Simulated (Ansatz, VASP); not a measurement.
# Two plane-wave programs on NaF

File INCAR:

```
SYSTEM = NaF
ALGO = Normal
EDIFF = 1E-6
ENCUT = 520
ISIF = 2
ISMEAR = 0
LASPH = .TRUE.
LCHARG = .TRUE.
LELF = .TRUE.
LREAL = .FALSE.
LVHAR = .TRUE.
LWAVE = .FALSE.
NBANDS = 14
NELM = 60
PREC = Accurate
SIGMA = 0.05
```

File KPOINTS:

```
k-points
0
G
  4 4 4
  0 0 0
```

Contents of POSCAR:

```
NaF
1.0
    0.0000000000      2.3233000000      2.3233000000
    2.3233000000      0.0000000000      2.3233000000
    2.3233000000      2.3233000000      0.0000000000
Na F
1 1
Direct
    0.0000000000      0.0000000000      0.0000000000
    0.5000000000      0.5000000000      0.4695645512
```

Input for Ansatz:

```yaml
crystal:
  lattice:
    - [0.0, 2.3233, 2.3233]
    - [2.3233, 0.0, 2.3233]
    - [2.3233, 2.3233, 0.0]
  atoms:
    - { symbol: Na, position: [0.0, 0.0, 0.0] }
    - { symbol: F, position: [0.5, 0.5, 0.4695645512] }
basis:
  ecutwfc: 420
kpoints:
  mp_grid: { grid: [4, 4, 4] }
hamiltonian:
  xc: lda
scf:
  occupations: { method: gaussian, width: 0.05 }
output:
  forces: true
  stress: true
  eigenvalues: true
```

Alike in both runs: task single point; functional LDA; k mesh 4 × 4 × 4; occupations gaussian, width 0.05 eV; no spin polarisation.

|  | VASP | Ansatz |
| --- | --- | --- |
| version | VASP 6.6.1 | Ansatz 0.2.0 |
| potentials or method | VASP PAW LDA potentials, release 64 (Na_pv, F), cutoff 520 eV | scalar-relativistic, plane waves, PAW |
| valence electrons in the cell | 14 | 16 |

Ansatz gave:

| Property | Result |
| --- | --- |
| gap on the k mesh at the Fermi level (eV) | 5.93 |
| least direct gap on the mesh (eV) | 5.93 |
| pressure (GPa) | -4.3 |
| traceless stress, the component that is largest in VASP (GPa) | -0.33 |
| rms of the force components (eV/Å) | 0.106 |

**Question.** What did VASP give for the same quantities?

**Answer.** gap on the k mesh at the Fermi level (eV): 5.91; least direct gap on the mesh (eV): 5.91; pressure (GPa): -4.4; traceless stress, the component that is largest in VASP (GPa): -0.34; rms of the force components (eV/Å): 0.109.

LDA's correlation is that of Perdew and Zunger in VASP and of Perdew and Wang (1992) in Ansatz. Atom by atom the forces differ by 0.003 eV/Å (rms over components). VASP's potentials hold 14 valence electrons a cell and Ansatz's 16, so a difference there can come from the potentials and not from the codes.

The k mesh is coarse, so the values compare programs but aren't converged.
